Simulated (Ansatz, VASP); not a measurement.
# Two plane-wave programs on CdSe

File INCAR:

```
SYSTEM = CdSe
ALGO = Normal ; EDIFF = 1E-6
EDIFFG = -0.01 ; ENCUT = 600
GGA = PS ; IBRION = 2
ISIF = 3 ; ISMEAR = -5
IVDW = 13 ; LASPH = .TRUE.
LCHARG = .FALSE. ; LREAL = .FALSE.
LWAVE = .FALSE. ; NELM = 60
NSW = 60 ; PREC = Accurate
SIGMA = 0.05
```

Contents of KPOINTS:

```
k-points
0
G
  7 7 4
  0 0 0
```

Contents of POSCAR:

```
CdSe
1.0
    4.3000000000      0.0000000000      0.0000000000
   -2.1500000000      3.7239092363      0.0000000000
    0.0000000000      0.0000000000      7.0200000000
Cd Se
2 2
Direct
    0.6666666667      0.3333333333      0.5000000000
    0.3333333333      0.6666666667      0.0000000000
    0.6666666667      0.3333333333      0.8850000000
    0.3333333333      0.6666666667      0.3850000000
```

input.yaml

```yaml
crystal:
  lattice:
    - [4.3, 0.0, 0.0]
    - [-2.15, 3.7239092363, 0.0]
    - [0.0, 0.0, 7.02]
  atoms:
    - { symbol: Cd, position: [0.6666666667, 0.3333333333, 0.5] }
    - { symbol: Cd, position: [0.3333333333, 0.6666666667, 0.0] }
    - { symbol: Se, position: [0.6666666667, 0.3333333333, 0.885] }
    - { symbol: Se, position: [0.3333333333, 0.6666666667, 0.385] }
hamiltonian:
  xc: pbesol
  pseudopotentials: { kind: paw }
  dispersion: d4
kpoints:
  mp_grid: { grid: [7, 7, 4] }
scf:
  occupations: { method: tetrahedron }
output:
  forces: true
  stress: true
  write_density: true
  write_potential: true
  elf: true
  volumetric_format: npy
relax:
  f_tol: 0.01
  max_steps: 40
  cell: { stress_tol: 0.05 }
```

Alike in both runs: task relaxation of cell and atoms; functional PBEsol; dispersion D4; k mesh 7 × 7 × 4; occupations tetrahedron; no spin polarisation.

|  | VASP | Ansatz |
| --- | --- | --- |
| version | VASP 6.6.1 | Ansatz 0.2.0 |
| potentials or method | VASP PAW PBE potentials, release 64 (Cd, Se) | Ansatz PAW |
| plane-wave cutoff (eV) | 600 | 420 |
| valence electrons in the cell | 36 | 72 |

Ansatz gave:

```
gap on the k mesh at the Fermi level, each at its own relaxed structure (eV) : 0.58
relaxed volume (Å³/atom)                                                     : 27.58
relaxed cell length with the largest relative difference (Å)                 : 6.976
```

Q: Which values does VASP return?

A: gap on the k mesh at the Fermi level, each at its own relaxed structure (eV): 0.57; relaxed volume (Å³/atom): 27.75; relaxed cell length with the largest relative difference (Å): 6.993.

VASP's potentials were made for PBE, not for PBEsol. VASP's potentials hold 36 valence electrons a cell and Ansatz's 72, so a difference there can come from the potentials and not from the codes.

Noted on Ansatz's run: odd divisions of the mesh miss points on the zone boundary, where band edges often lie, so the gap on the mesh can be too wide; the plane-wave basis is chosen anew once the cell has moved, so the energies of steps on either side of that aren't comparable.
